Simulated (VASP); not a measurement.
Runs of VASP 6.6.1 on TiAl. The structure is that of space group R-3m (No. 166), or close to it. The cells are those of the table. 

```csv
cell,gap on the mesh (eV),pressure (GPa)
"a = 3.183 Å, angles 87.0°, 2 atoms",none,(b)
"a = 3.183 Å, angles 92.7°, 2 atoms",none,0.1
"a = 3.256 Å, angles 101.4°, 2 atoms",none,17.3
"a = 3.469 Å, angles 109.5°, 2 atoms",none,72.7
"a = 3.269 Å, angles 75.7°, 2 atoms",none,(a)
```

Alike in all rows: task single point; level r2SCAN; potentials or basis VASP PAW PBE potentials, release 64 (Ti_sv, Al); no spin polarisation; k mesh 16 × 16 × 16; cutoff (eV) 520; smearing gaussian 0.15 eV.

**Question.** Estimate the missing entries.

**Answer.** (a) 7.8; (b) 0.0.

Caveats: the PAW data sets were made with another functional, which shifts forces and pressure a little.

A gap of «none» marks levels without a gap at the run's occupations.
